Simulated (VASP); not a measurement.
# CuSi16 (a cell with a defect) in VASP: single point with PBE

Aim: the single point of CuSi16 (a cell with a defect) with PBE.

Program: VASP 6.6.1. These are calculated values, not measurements. Logs are shortened: lines on timing, memory, paths and dates and some standing lists are left out, and cuts for length are marked.

**1. The cell of the first run**

The cell holds a defect, 17 atoms: a = 7.679 Å, b = 7.679 Å, c = 7.679 Å, α = 60.00°, β = 60.00°, γ = 60.00°.

**2. Single point, PBE**

Contents of INCAR:

```
  PREC = Accurate
  ENCUT = 520
  EDIFF = 1E-7
  ISMEAR = 0
  SIGMA = 0.05
  LREAL = Auto
  LASPH = T
  NELM = 60
  ALGO = Normal
  ISIF = 2
  LWAVE = F
  LCHARG = F
  GGA = PE
  NBANDS = 52
  NELECT = 74.0
```

Contents of KPOINTS:

```
Automatic mesh
0
Gamma
  2 2 2
```

Contents of POSCAR:

```
CuSi16
1.0
    0.0000000000      5.4300000000      5.4300000000
    5.4300000000      0.0000000000      5.4300000000
    5.4300000000      5.4300000000      0.0000000000
Si Cu
16 1
Direct
   -0.0078884899     -0.0018129834      0.0013256906
    0.0894101289      0.1390650092      0.1363287293
   -0.0080488029     -0.0018491713      0.5093359116
    0.1308881215      0.1136748619      0.6281234807
   -0.0058201657      0.5112367403     -0.0023378453
    0.1333534070      0.6266499079      0.1163664825
    0.0356691529      0.4859411602      0.4896111418
    0.1333246777      0.6266014733      0.6244418048
    0.4613010129      0.0071558932      0.0162789134
    0.6211432781      0.1206624309      0.1133445672
    0.5020821363     -0.0139672192      0.5065767956
    0.6208596685      0.1208322284      0.6454850829
    0.5044804788      0.5047758748     -0.0198259669
    0.6227106814      0.6386112339      0.1198885820
    0.5045126151      0.5042759669      0.5113936464
    0.6637608656      0.6179547882      0.6094822284
    0.5649955801      0.3106493554      0.3119959484
```

Potentials or basis: VASP PAW PBE potentials, release 64 (Si, Cu).

Started as:

```console
$ cat potpaw_PBE.64/Si/POTCAR potpaw_PBE.64/Cu/POTCAR > POTCAR
$ mpirun -np 1 vasp_std > vasp.out
```

OUTCAR:

```text
PREC = Accurate
   ENCUT = 520
   EDIFF = 1E-7
   ISMEAR = 0
   LREAL = Auto
   LASPH = T
   NELM = 60
   ISIF = 2
   GGA = PE
   NELECT = 74.0

 ion  position               nearest neighbor table
   1  0.992  0.998  0.001-  10 2.33   6 2.33   4 2.34   2 2.35
   2  0.089  0.139  0.136-   9 2.33   5 2.34   3 2.35   1 2.35
   3  0.992  0.998  0.509-  12 2.33   8 2.33   4 2.34   2 2.35
   4  0.131  0.114  0.628-  11 2.33   1 2.34   7 2.34   3 2.34
   5  0.994  0.511  0.998-  14 2.33   2 2.34   8 2.34   6 2.34
   6  0.133  0.627  0.116-  13 2.33   1 2.33   5 2.34   7 2.35
   7  0.036  0.486  0.490-  16 2.33   4 2.34   8 2.35   6 2.35
   8  0.133  0.627  0.624-  15 2.33   3 2.33   5 2.34   7 2.35
   9  0.461  0.007  0.016-  14 2.32   2 2.33  10 2.34  12 2.34
  10  0.621  0.121  0.113-   1 2.33   9 2.34  17 2.36  13 2.41  11 2.47
  11  0.502  0.986  0.507-  16 2.32   4 2.33  17 2.33  12 2.46  10 2.47
  12  0.621  0.121  0.645-   3 2.33   9 2.34  17 2.37  15 2.41  11 2.46
  13  0.504  0.505  0.980-   6 2.33  16 2.34  17 2.37  10 2.41  14 2.46
  14  0.623  0.639  0.120-   9 2.32   5 2.33  17 2.34  15 2.46  13 2.46
  15  0.505  0.504  0.511-   8 2.33  16 2.34  17 2.38  12 2.41  14 2.46
  16  0.664  0.618  0.609-  11 2.32   7 2.33  13 2.34  15 2.34
  17  0.565  0.311  0.312-  11 2.33  14 2.34  10 2.36  12 2.37  13 2.37  15 2.38

  LATTYP: Found a face centered cubic cell.
 ALAT       =    10.8600000000

  Lattice vectors:

 A1 = (   0.0000000000,   5.4300000000,   5.4300000000)
 A2 = (   5.4300000000,   0.0000000000,   5.4300000000)
 A3 = (   5.4300000000,   5.4300000000,   0.0000000000)

Analysis of symmetry for initial positions (statically):
=====================================================================
 Subroutine PRICEL returns:
 Original cell was already a primitive cell.

 Routine SETGRP: Setting up the symmetry group for a
 face centered cubic supercell.

 Subroutine GETGRP returns: Found  1 space group operations
 (whereof  1 operations were pure point group operations)
 out of a pool of 48 trial point group operations.

The static configuration has the point symmetry C_1 .

Analysis of symmetry for dynamics (positions and initial velocities):
=====================================================================
 Subroutine PRICEL returns:
[... 124 lines left out ...]
   EDIFFG = 0.1E-05   stopping-criterion for IOM
   NSW    =      0    number of steps for IOM
   IBRION =     -1    ionic relax: 0-MD 1-quasi-New 2-CG
   NFREE  =      0    steps in history (QN), initial steepest desc. (CG)
   ISIF   =      2    stress and relaxation
   ISYM   =      2    0-nonsym 1-usesym 2-fastsym
   POTIM  = 0.5000    time-step for ionic-motion
   TEBEG  =    0.0;   TEEND  =   0.0 temperature during run
   PSTRESS=    0.0 pullay stress
   NELECT =      74.0000    total number of electrons
   NUPDOWN=      -1.0000    fix difference up-down
   EMIN   =  10.00;   EMAX   =-10.00  energy-range for DOS
   EFERMI =   0.00;   METHOD = LEGACY
   ISMEAR =     0;   SIGMA  =   0.05  broadening in eV -4-tet -1-fermi 0-gaus
   EFERMI_NEDOS =   21; number of points for ismear=-14 and -15
   IALGO  =     38    algorithm
   IMIX   =      4    mixing-type and parameters
     AMIX     =   0.40;   BMIX     =  1.00
     AMIX_MAG =   1.60;   BMIX_MAG =  1.00
  volume/ion in A,a.u.               =      18.84       127.11
  Fermi-wavevector in a.u.,A,eV,Ry     =   1.004636  1.898488 13.732283  1.009294
  Thomas-Fermi vector in A             =   2.137265
   LORBIT       =      0    0 simple, 1 ext, 2 COOP (PROOUT), +10 PAW based schemes
   GGA     = PE    functional components
   LHFCALC =     F    Hartree Fock is set to
   AEXX    =    0.0000 exact exchange contribution
   IVDW    =     0    specifies the selected vdW correction
   LEPSILON=     F    determine dielectric tensor
   LRPA    =     F    only Hartree local field effects (RPA)
 non-spin polarized calculation
 Gauss-broadening in eV      SIGMA  =   0.05
  energy-cutoff  :      520.00
  volume of cell :      320.21
 maximum number of plane-waves:      8646
 NGX is ok and might be reduce to    60
   NGX = 29   NGY = 29   NGZ = 29

 number of electron      73.9999998 magnetization

 Free energy of the ion-electron system (eV)
  ---------------------------------------------------
  ext. energy  EPLUGINS =         0.00000000
  ---------------------------------------------------
  free energy    TOTEN  =       -94.17001374 eV

  energy without entropy =      -94.16950389  energy(sigma->0) =      -94.16975882

 E-fermi :   6.4009     XC(G=0):  -9.6167

 val. band max:        6.3162548606   @ k =   0.0000   0.0000   0.0000
 cond. band min:       6.4825540816   @ k =   0.0000   0.0000   0.0000
 fundamental gap:      0.1662992210
 Fermi energy:         6.4008557463

 k-point     1 :       0.0000    0.0000    0.0000
  band No.  band energies     occupation
      1      -5.8989      2.00000
      2      -3.5531      2.00000
      3      -3.5156      2.00000
      4      -3.4846      2.00000
      5      -3.4709      2.00000
      6      -1.9433      2.00000
[... 405 lines left out ...]
     48      10.4226      0.00000
     49      10.4562      0.00000
 [bands above 49 left out]

------------------------ aborting loop because EDIFF is reached ----------------------------------------

  FORCE on cell =-STRESS in cart. coord.  units (eV):
  Direction    XX          YY          ZZ          XY          YZ          ZX
  --------------------------------------------------------------------------------------
  -------------------------------------------------------------------------------------
  Total       -1.1723822     -1.1752603     -0.7791407     -1.2210784      0.0750596     -0.0806621
  in kB       -5.8661115     -5.8805123     -3.8984952     -6.1097671      0.3755669     -0.4035996
  external PRESSURE =      -5.2150396 kB  Pullay stress =       0.0000000 kB

 VOLUME and BASIS-vectors are now :
 -----------------------------------------------------------------------------
  energy-cutoff  :      520.00
  volume of cell :      320.21
      direct lattice vectors                 reciprocal lattice vectors
     0.000000000  5.430000000  5.430000000    -0.092081031  0.092081031  0.092081031
     5.430000000  0.000000000  5.430000000     0.092081031 -0.092081031  0.092081031
     5.430000000  5.430000000  0.000000000     0.092081031  0.092081031 -0.092081031

 POSITION                                       TOTAL-FORCE (eV/Angst)
 -----------------------------------------------------------------------------------
      5.42735      5.39436     10.80732        -0.006144      0.003658     -0.005803
      1.49539      1.22576      1.24062        -0.003975     -0.009313     -0.003573
      8.18565      8.15199     10.80625         0.003591      0.010853     -0.006894
      4.02797      4.12143      1.32798         0.003394     -0.002373     -0.006347
      8.19332     10.81570      8.17441         0.006465      0.000431      0.004069
      4.03458      1.35598      4.12682        -0.002641     -0.004769      0.006985
[... 9 lines left out ...]
      6.66498      6.91371      6.95972         0.000398     -0.012911     -0.023320
      3.38096      4.76206      4.75475         0.023591      0.007397      0.035668
 -----------------------------------------------------------------------------------
    total drift:                               -0.004848     -0.001433      0.004981

  FREE ENERGIE OF THE ION-ELECTRON SYSTEM (eV)
  ---------------------------------------------------
  free  energy   TOTEN  =       -94.1700137395 eV

  energy  without entropy=      -94.1695038929  energy(sigma->0) =      -94.16975882
```

OSZICAR:

```text
N       E                     dE             d eps       ncg     rms          rms(c)
DAV:   1     0.327867283524E+03    0.32787E+03   -0.27628E+04   832   0.123E+03
[... 14 lines left out ...]
DAV:  16    -0.941700648896E+02   -0.22112E-04   -0.42178E-04  1024   0.737E-02    0.535E-02
DAV:  17    -0.941700225548E+02    0.42335E-04   -0.11658E-04  1408   0.168E-01    0.302E-02
DAV:  18    -0.941700133194E+02    0.92355E-05   -0.70595E-05  1312   0.111E-01    0.996E-03
DAV:  19    -0.941700140738E+02   -0.75439E-06   -0.73059E-06   976   0.869E-03    0.946E-03
DAV:  20    -0.941700136535E+02    0.42028E-06   -0.21142E-06  1200   0.276E-02    0.561E-03
DAV:  21    -0.941700137621E+02   -0.10858E-06   -0.30566E-06  1292   0.313E-02    0.248E-03
DAV:  22    -0.941700137395E+02    0.22512E-07   -0.88125E-07  1048   0.668E-03
   1 F= -.94170014E+02 E0= -.94169759E+02  d E =-.509847E-03
```

stdout:

```text
POSCAR found type information on POSCAR SiCu
 POSCAR found :  2 types and      17 ions
 scaLAPACK will be used
 LDA part: xc-table for (Slater+PW92), standard interpolation
 POSCAR, INCAR and KPOINTS ok, starting setup
 FFT: planning ... GRIDC
 FFT: planning ... GRID_SOFT
 FFT: planning ... GRID
 WAVECAR not read
 entering main loop
 the old and the new charge density differ
 old charge density:    75.00000 new   74.00000
    0.213E+01
```

Run time: 3.7 min. Hardware: 1 thread of Intel Xeon 6975P-C (Granite Rapids), shared host; peak memory 0.5 GiB.

What came out:

* Free energy: -94.1700 eV
* Largest force: 0.043 eV/Å

Forces on the atoms (eV/Å):
```
Si  -0.006  0.004 -0.006
Si  -0.004 -0.009 -0.004
Si   0.004  0.011 -0.007
Si   0.003 -0.002 -0.006
Si   0.006  0.000  0.004
Si  -0.003 -0.005  0.007
Si  -0.006  0.000 -0.001
Si   0.005  0.004  0.009
Si  -0.020  0.007  0.011
Si   0.021  0.014 -0.019
Si  -0.018 -0.003  0.022
Si  -0.017 -0.001 -0.026
Si  -0.007  0.000 -0.007
Si   0.003 -0.014  0.000
Si   0.015  0.001  0.010
Si   0.000 -0.013 -0.023
Cu   0.024  0.007  0.036
```

Caveat: the k points lie up to 0.50 Å⁻¹ apart; the cell carries a net charge on a neutralising background, which shifts energy and pressure; the cell is charged against a uniform background, so pressure and absolute levels hang on convention.
